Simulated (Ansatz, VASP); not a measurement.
**One calculation of Al, two programs**

The input INCAR:

```
PREC = Accurate
ENCUT = 500
EDIFF = 1E-6
ISMEAR = 0
SIGMA = 0.1
LREAL = F
LASPH = T
NELM = 120
ALGO = Normal
ISIF = 2
LWAVE = F
LCHARG = F
GGA = RE
IVDW = 13
NBANDS = 8
GGA_COMPAT = F
```

The input KPOINTS:

```
Automatic mesh
0
Gamma
  11 11 11
```

Contents of POSCAR:

```
Al
1.0
    0.0000000000      2.0248050000      2.0248050000
    2.0248050000      0.0000000000      2.0248050000
    2.0248050000      2.0248050000      0.0000000000
Al
1
Direct
    0.0000000000      0.0000000000      0.0000000000
```

The input input.yaml:

```yaml
crystal:
  lattice: { a: 4.04961, b: 4.04961, c: 4.04961, alpha: 90.0, beta: 90.0, gamma: 90.0 }
  space_group: 225
  setting: { hermann_mauguin: Fm-3m }
  reduce_to_primitive: true
  atoms:
    - { symbol: Al, position: [0.0, 0.0, 0.0] }
kpoints:
  mp_grid: { grid: [11, 11, 11] }
scf:
  occupations: { method: gaussian, width: 0.1 }
hamiltonian:
  xc: revpbe
  dispersion: d4
  pseudopotentials: { kind: all_electron, datasets: crystal }
output:
  forces: true
  stress: true
  eigenvalues: true
  elf: true
  volumetric_format: npy
```

Alike in both runs: functional revPBE; dispersion D4; k mesh 11 × 11 × 11; occupations gaussian, width 0.1 eV; no spin polarisation.

|  | VASP | Ansatz |
| --- | --- | --- |
| version | VASP 6.6.1 | Ansatz 0.2.0 |
| potentials or method | VASP PAW PBE potentials, release 64 (Al), cutoff 500 eV | all-electron PAW datasets made for the crystal |
| task | single point | electron localisation function |

```csv
,VASP,Ansatz,Ansatz less VASP
gap on the k mesh at the Fermi level (eV),none,none,-
pressure (GPa),-4.8,-4.6,+0.18
```

VASP's potentials were made for PBE, not for revPBE. A gap of «none» marks a metal or a gap that the smearing closes. Ansatz ran all-electron here, and VASP with PAW potentials.
